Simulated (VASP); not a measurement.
# CoO (R-3m) in VASP: further runs, part 2 of 2

VASP 6.6.1. Earlier steps stand in the parts before.

**3. Single point, PBE, collinear spin, ferromagnetic start (8.65 Å³/atom)**

This run uses another cell than the first one, of 8.65 Å³/atom.

Input file INCAR:

```
SYSTEM = CoO
PREC = Accurate
ENCUT = 520
EDIFF = 1E-6
ISMEAR = 0
SIGMA = 0.1
LREAL = .FALSE.
LASPH = .TRUE.
NELM = 150
ALGO = Normal
ISIF = 2
LWAVE = .FALSE.
LCHARG = .FALSE.
ISPIN = 2
MAGMOM = 2.7 0.34
LORBIT = 11
LMAXMIX = 4
GGA = PE
NBANDS = 18
```

Input file KPOINTS:

```
Automatic mesh
0
G
  18 18 18
  0 0 0
```

Input file POSCAR:

```
CoO
1.0
    1.5203168377      0.8777553356      2.1610583101
   -1.5203168377      0.8777553356      2.1610583101
    0.0000000000     -1.7555106710      2.1610583101
Co O
1 1
Direct
    0.0000000000      0.0000000000      0.0000000000
    0.5000000000      0.5000000000      0.5000000000
```

Potentials or basis: VASP PAW PBE potentials, release 64 (Co, O).

Started as:

```
$ cat potpaw_PBE.64/Co/POTCAR potpaw_PBE.64/O/POTCAR > POTCAR
$ mpirun -np 1 vasp_std > vasp.out
```

OUTCAR:

```text
SYSTEM = CoO
   PREC = Accurate
   ENCUT = 520
   EDIFF = 1E-6
   ISMEAR = 0
   LREAL = .FALSE.
   LASPH = .TRUE.
   NELM = 150
   ISIF = 2
   ISPIN = 2
   LORBIT = 11
   GGA = PE

 ion  position               nearest neighbor table
   1  0.000  0.000  0.000-   2 2.06   2 2.06   2 2.06   2 2.06   2 2.06   2 2.06
   2  0.500  0.500  0.500-   1 2.06   1 2.06   1 2.06   1 2.06   1 2.06   1 2.06

  LATTYP: Found a trigonal (rhomboedric) cell.
 ALAT       =     2.7842397052
 COS(alpha) =     0.4036723299

  Lattice vectors:

 A1 = (   1.5203168377,   0.8777553356,   2.1610583101)
 A2 = (  -1.5203168377,   0.8777553356,   2.1610583101)
 A3 = (   0.0000000000,  -1.7555106710,   2.1610583101)

Analysis of symmetry for initial positions (statically):
=====================================================================
 Subroutine PRICEL returns:
 Original cell was already a primitive cell.

 Routine SETGRP: Setting up the symmetry group for a
 trigonal (rhombohedral) supercell.

 Subroutine GETGRP returns: Found 12 space group operations
 (whereof 12 operations were pure point group operations)
 out of a pool of 12 trial point group operations.

The static configuration has the point symmetry D_3d.

Analysis of symmetry for dynamics (positions and initial velocities):
=====================================================================
 Subroutine PRICEL returns:
 Original cell was already a primitive cell.

 Routine SETGRP: Setting up the symmetry group for a
 trigonal (rhombohedral) supercell.

 Subroutine GETGRP returns: Found 12 space group operations
 (whereof 12 operations were pure point group operations)
 out of a pool of 12 trial point group operations.

The dynamic configuration has the point symmetry D_3d.

Analysis of structural, dynamic, and magnetic symmetry:
=====================================================================
 Subroutine PRICEL returns:
 Original cell was already a primitive cell.

 Routine SETGRP: Setting up the symmetry group for a
 trigonal (rhombohedral) supercell.
[... 149 lines left out ...]
  ---------------------------------------------------
  free energy    TOTEN  =       -12.98460017 eV

  energy without entropy =      -12.96974103  energy(sigma->0) =      -12.97717060

 E-fermi :   9.4568     XC(G=0): -13.0716

 val. band max:        9.4561405844   @ k =  -0.2222  -0.3333   0.1667
 cond. band min:       9.4583386328   @ k =  -0.4444   0.4444   0.4444
 fundamental gap:      0.0021980484
 Fermi energy:         9.4567578842

 spin component 1

 k-point     1 :       0.0000    0.0000    0.0000
  band No.  band energies     occupation
      1     -11.7247      1.00000
      2       5.6752      1.00000
      3       5.6752      1.00000
      4       6.0346      1.00000
      5       6.0346      1.00000
      6       6.4403      1.00000
[... 493 lines left out ...]
     17      37.8481      0.00000
     18      38.7572      0.00000

 [... further k-points ...]

 spin component 2

 k-point     1 :       0.0000    0.0000    0.0000
  band No.  band energies     occupation
      1     -11.3558      1.00000
      2       6.0614      1.00000
      3       6.0614      1.00000
      4       6.9382      1.00000
      5       7.7834      1.00000
      6       7.7834      1.00000
[... 493 lines left out ...]
     17      38.3357      0.00000
     18      39.2743      0.00000

 [... further k-points ...]

------------------------ aborting loop because EDIFF is reached ----------------------------------------

  FORCE on cell =-STRESS in cart. coord.  units (eV):
  Direction    XX          YY          ZZ          XY          YZ          ZX
  --------------------------------------------------------------------------------------
  -------------------------------------------------------------------------------------
  Total        1.7234561      1.7234561      1.7569785      0.0000000      0.0000000     -0.0000000
  in kB      159.5825850    159.5825850    162.6865734      0.0000000      0.0000000     -0.0000000
  external PRESSURE =     160.6172478 kB  Pullay stress =       0.0000000 kB

 VOLUME and BASIS-vectors are now :
 -----------------------------------------------------------------------------
  energy-cutoff  :      520.00
  volume of cell :       17.30
      direct lattice vectors                 reciprocal lattice vectors
     1.520316838  0.877755336  2.161058310     0.328878815  0.189878272  0.154245414
    -1.520316838  0.877755336  2.161058310    -0.328878815  0.189878272  0.154245414
     0.000000000 -1.755510671  2.161058310     0.000000000 -0.379756545  0.154245414

 POSITION                                       TOTAL-FORCE (eV/Angst)
 -----------------------------------------------------------------------------------
      0.00000      0.00000      0.00000         0.000000      0.000000     -0.000000
      0.00000      0.00000      3.24159        -0.000000      0.000000      0.000000
 -----------------------------------------------------------------------------------
    total drift:                               -0.000000      0.000000     -0.000000

  FREE ENERGIE OF THE ION-ELECTRON SYSTEM (eV)
  ---------------------------------------------------
  free  energy   TOTEN  =       -12.9846001682 eV

  energy  without entropy=      -12.9697410310  energy(sigma->0) =      -12.97717060

 total charge

# of ion       s       p       d       tot
------------------------------------------
    1        0.327   0.429   7.252   8.008
    2        1.561   3.457   0.000   5.018
--------------------------------------------------
tot          1.888   3.887   7.252  13.026

 magnetization (x)

# of ion       s       p       d       tot
------------------------------------------
    1        0.020   0.019   2.197   2.237
    2        0.030   0.182   0.000   0.212
--------------------------------------------------
tot          0.050   0.201   2.197   2.448
```

Wall time 5.2 min (1 thread of Oxide Virtual Turin-like, shared host); peak memory 0.34 GiB.

What came out:

* Free energy: -12.9846 eV
* Pressure: 16.1 GPa
* Net moment: 2.48 μB per cell
* Site moments: Co +2.24; O +0.21 μB
* Valence electrons inside the program's atomic spheres: Co 8.01; O 5.02

Stress tensor (GPa, compression positive):
```
15.96  0.00  0.00
 0.00 15.96  0.00
 0.00  0.00 16.27
```

Levels at points of the mesh, in eV from the Fermi level:
Spin up:
```tsv
k point	band 6	band 7	band 8	band 9	band 10	band 11	band 12	band 13
(0.00, 0.00, 0.00)	-3.02	-3.02	-3.00	-2.61	1.71	17.15	17.93	17.93
(0.50, 0.00, 0.00)	-2.17	-1.44	0.26	0.55	5.63	9.90	14.09	16.59
(0.50, 0.50, 0.00)	-2.76	-2.08	-1.80	-1.76	6.72	10.38	12.68	15.96
(0.50, 0.50, 0.50)	-1.94	-1.17	0.65	0.65	4.64	12.29	12.33	12.33
```
Spin down:
```tsv
k point	band 2	band 3	band 4	band 5	band 6	band 7	band 8	band 9	band 10	band 11
(0.00, 0.00, 0.00)	-3.40	-3.40	-2.52	-1.67	-1.67	-1.03	-0.08	-0.08	2.22	17.12
(0.50, 0.00, 0.00)	-8.72	-5.59	-4.67	-0.62	-0.50	0.46	2.60	2.91	5.87	10.52
(0.50, 0.50, 0.00)	-7.28	-5.04	-3.86	-2.75	0.00	0.02	0.53	0.99	7.51	10.73
(0.50, 0.50, 0.50)	-8.24	-6.07	-6.07	0.06	0.06	0.38	3.06	3.06	4.87	12.80
```

Caveat: the cell stands under pressure; a cell with one magnetic atom can't hold antiferromagnetic order, which such compounds often take; semilocal functionals often make such compounds metallic where correlation or magnetic order opens a gap, which also shifts bond lengths. With open d or f shells a metallic result of PBE can be an artefact of self-interaction; +U or a hybrid may open a gap.
